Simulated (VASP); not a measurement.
A run of VASP 6.6.1 is set up as follows.

INCAR

```
SYSTEM = VGe3
ALGO = Normal
EDIFF = 1E-7
EDIFFG = -0.04
ENCUT = 500
GGA = PE
GGA_COMPAT = .FALSE.
IBRION = 2
ISIF = 3
ISMEAR = 0
LASPH = .TRUE.
LCHARG = .FALSE.
LREAL = .FALSE.
LWAVE = .FALSE.
NELM = 120
NELMIN = 4
NSW = 90
PREC = Accurate
SIGMA = 0.1
```

The input KPOINTS:

```
k-points
0
G
  6 6 4
  0 0 0
```

File POSCAR:

```
VGe3
1.0
    3.9305895658      0.0000000000      0.0000000000
   -1.9652947829      3.4039904159      0.0000000000
    0.0000000000      0.0000000000      4.1483294053
V Ge
1 3
Direct
    0.0000000000      0.0000000000      0.0000000000
    0.0000000000      0.0000000000      0.5000000000
    0.3333333333      0.6666666667      0.0000000000
    0.6666666667      0.3333333333      0.0000000000
```

Potentials or basis: VASP PAW PBE potentials, release 64 (V_sv, Ge_d).

Run with:

```console
$ cat potpaw_PBE.64/V_sv/POTCAR potpaw_PBE.64/Ge_d/POTCAR > POTCAR
$ mpirun -np 1 vasp_std > vasp.out
```

Q: What does it give for the relaxed cell?

A: a = 4.563 Å, b = 4.563 Å, c = 4.781 Å, α = 90.00°, β = 90.00°, γ = 120.00°.

Q: Predict the space group after relaxing (to 0.05 Å).

A: P6/mmm (No. 191).

Q: Estimate the relaxed volume.

A: 21.55 Å³/atom.

Step by step:
```
step  energy change (eV)  largest force (eV/Å)  pressure (GPa)  volume (Å³)
   1              0.0000                0.0000           79.41        55.50
   2             -2.7603                0.0000          -14.49       131.07
   3             -5.2981                0.0000           -1.60        88.41
   4             -5.3070                0.0000           -0.75        87.21
   5             -5.3094                0.0000            0.08        86.14
   6             -5.3109                0.0000            0.00        86.20
```

Caveat: the k points lie up to 0.33 Å⁻¹ apart in the final cell; the volume moved by over 15 % at a fixed basis, so the end points are rough.
